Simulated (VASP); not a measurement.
Here is a VASP 6.6.1 calculation.

File INCAR:

```
SYSTEM = WS2
PREC = Accurate ; ENCUT = 520
EDIFF = 1E-7 ; ISMEAR = 0
SIGMA = 0.05 ; LREAL = .False.
LASPH = .True. ; NELM = 80
ALGO = Normal ; ISIF = 2
LWAVE = .False. ; LCHARG = .False.
LDIPOL = .True. ; IDIPOL = 3
DIPOL = 0.5 0.5 0.394 ; GGA = PE
IVDW = 12 ; NBANDS = 35
```

File KPOINTS:

```
regular mesh
0
Gamma
  9 9 1
  0 0 0
```

POSCAR

```
WS2
1.0
    3.1595457497      0.0000000000      0.0000000000
   -1.5797728749      2.7362468836      0.0000000000
    0.0000000000      0.0000000000     23.8042575719
S W
4 2
Direct
    0.3333333333      0.6666666667      0.1890418126
    0.3333333333      0.6666666667      0.3214605103
    0.6666666667      0.6666666667      0.4668126596
    0.6666666667      0.6666666667      0.5992313572
    0.6666666667      0.3333333333      0.2552511581
    1.0000000000      0.3333333333      0.5330220050
```

Potentials or basis: VASP PAW PBE potentials, release 64 (S, W_sv).

The run is started by

```sh
$ cat potpaw_PBE.64/S/POTCAR potpaw_PBE.64/W_sv/POTCAR > POTCAR
$ mpirun -np 1 vasp_std > vasp.out
```

(1) Estimate the dispersion energy per atom.

(2) What does it give for the largest force?

## Answers

(1) -0.352 eV.

(2) 0.043 eV/Å.

Caveat: the cell differs from its parent crystal (layers slid over each other).
